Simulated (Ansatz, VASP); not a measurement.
Hg: VASP beside Ansatz

The input INCAR:

```
PREC = Accurate ; ENCUT = 520
EDIFF = 1E-6 ; ISMEAR = -1
SIGMA = 0.03 ; LREAL = F
LASPH = T ; NELM = 80
ALGO = Normal ; ISIF = 2
LWAVE = F ; LCHARG = F
GGA = PE ; NBANDS = 12
```

Contents of KPOINTS:

```
Automatic mesh
0
Gamma
  15 15 15
```

File POSCAR:

```
Hg
1.0
    1.7300004553      0.9988162286      2.2340000000
   -1.7300004553      0.9988162286      2.2340000000
    0.0000000000     -1.9976324571      2.2340000000
Hg
1
Direct
    0.0000000000      0.0000000000      0.0000000000
```

Input for Ansatz:

```yaml
crystal:
  lattice:
    - [1.7300004553, 0.9988162286, 2.234]
    - [-1.7300004553, 0.9988162286, 2.234]
    - [0.0, -1.9976324571, 2.234]
  atoms:
    - { symbol: Hg, position: [0.0, 0.0, 0.0] }
kpoints:
  mp_grid: { grid: [15, 15, 15] }
  band_path:
    path:
      - [0.0, 0.0, 0.0]
      - [0.5, 0.5, 0.5]
      - [0.7000691066, 0.2999308934, 0.5]
      - [0.5, -0.2999308934, 0.2999308934]
      - [0.5, 0.0, 0.0]
      - [0.0, 0.0, 0.0]
      - [0.3999654467, -0.3999654467, 0.0]
      - [0.6000345533, 0.0, 0.3999654467]
      - [0.5, 0.0, 0.5]
    npoints: 8
scf:
  occupations: { method: fermi_dirac, width: 0.03 }
hamiltonian:
  xc: pbe
  pseudopotentials: { kind: all_electron, lapw: { basis_error: 0.00025 } }
output:
  forces: true
  stress: true
  eigenvalues: true
  populations: true
  dos: { projected: true, de: 0.2, e_range: [-14, 8] }
```

Alike in both runs: task single point; functional PBE; k mesh 15 × 15 × 15; occupations fermi-dirac, width 0.03 eV; no spin polarisation.

```csv
,VASP,Ansatz
version,VASP 6.6.1,Ansatz 0.2.0
potentials or method,"VASP PAW PBE potentials, release 64 (Hg), cutoff 520 eV","all-electron LAPW, scalar-relativistic"
```

Ansatz gave:

| Quantity | Value |
| --- | --- |
| pressure (GPa) | 5.9 |
| traceless stress, the component that is largest in VASP (GPa) | 0.25 |

**Question.** What did VASP give for the same quantities?

**Answer.** Pressure (GPa): 6.4; traceless stress, the component that is largest in VASP (GPa): 0.43.

Ansatz ran all-electron here, and VASP with PAW potentials.

Neither program's run includes spin-orbit coupling.
